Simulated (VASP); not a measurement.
Input of a VASP 6.6.1 run:

The input POSCAR:

```
Ge
1.0
    3.8757792404      0.0000000000      0.0000000000
   -1.9378896202      3.3565232816      0.0000000000
    0.0000000000      0.0000000000      6.6027109586
Ge
4
Direct
    0.6666666667      0.3333333333      0.0629814339
    0.3333333333      0.6666666667      0.5629814339
    0.6666666667      0.3333333333      0.4370185661
    0.3333333333      0.6666666667      0.9370185661
```

The input INCAR.step1:

```
  PREC = Accurate
  ENCUT = 520
  ISMEAR = 0
  SIGMA = 0.03
  LREAL = F
  LASPH = T
  NELM = 80
  NBANDS = 36
  GGA = PE
  ALGO = Normal
  EDIFF = 1E-4
  LWAVE = T
  LCHARG = F
```

The input INCAR.step2:

```
  PREC = Accurate
  ENCUT = 520
  EDIFF = 1E-6
  ISMEAR = 0
  SIGMA = 0.03
  LREAL = F
  LASPH = T
  NELM = 80
  ALGO = Normal
  ISIF = 2
  LWAVE = F
  LCHARG = T
  METAGGA = R2SCAN
  LMIXTAU = T
  LELF = T
  LVHAR = T
  NBANDS = 36
  ISTART = 1
```

The input KPOINTS:

```
regular mesh
0
Gamma
  12 12 6
```

Potentials or basis: VASP PAW PBE potentials, release 64 (Ge_d).

Run with:

```bash
$ cat potpaw_PBE.64/Ge_d/POTCAR > POTCAR
$ cp INCAR.step1 INCAR
$ mpirun -np 1 vasp_std > vasp.out
$ cp INCAR.step2 INCAR
$ mpirun -np 1 vasp_std > vasp.out
```

Task: What does it give for the pressure?

Result: 5.2 GPa.

Task: Predict the largest force.

Result: 0.347 eV/Å.

Task: What does it give for the band gap on the k mesh?

Result: 0.36 eV, indirect (least direct gap 0.57 eV).

Forces on the atoms (eV/Å):
```
Ge   0.000  0.000  0.347
Ge   0.000  0.000  0.347
Ge   0.000  0.000 -0.347
Ge   0.000  0.000 -0.347
```

Caveat: the cell differs from its parent crystal (strain -0.030 along x and y, +0.000 along z); the PAW data sets were made with another functional, which shifts forces and pressure a little. A k mesh can miss the band edges.
